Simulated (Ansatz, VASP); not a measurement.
LiF in VASP and in Ansatz

```xyz
4
Lattice="0.0000 2.0338 2.0338 2.0338 2.0338 0.0000 -2.0338 4.0677 -2.0338" Properties=species:S:1:pos:R:3 pbc="T T T"
Li    0.0000    6.1015    0.0000
Li    0.0000    2.0338    0.0000
F     0.0000    4.0677    0.0000
F     0.0000    6.1015   -2.0338
```

Alike in both runs: task single point; functional PBE; k mesh 6 × 6 × 6; occupations gaussian, width 0.1 eV; no spin polarisation.

|  | VASP | Ansatz |
| --- | --- | --- |
| version | VASP 6.6.1 | Ansatz 0.2.0 |
| potentials or method | VASP PAW PBE potentials, release 64 (Li_sv, F), cutoff 520 eV | scalar-relativistic, plane waves, PAW |
| valence electrons in the cell | 20 | 20 |

```tsv
	VASP	Ansatz	Ansatz less VASP
gap on the k mesh at the Fermi level (eV)	8.83	8.83	+0.001
least direct gap on the mesh (eV)	8.83	8.83	+0.001
```

The k mesh is coarse, so the values compare programs but aren't converged. Noted on VASP's run: the cutoff is under 1.25 times that of the potentials, so the pressure is a little rough.
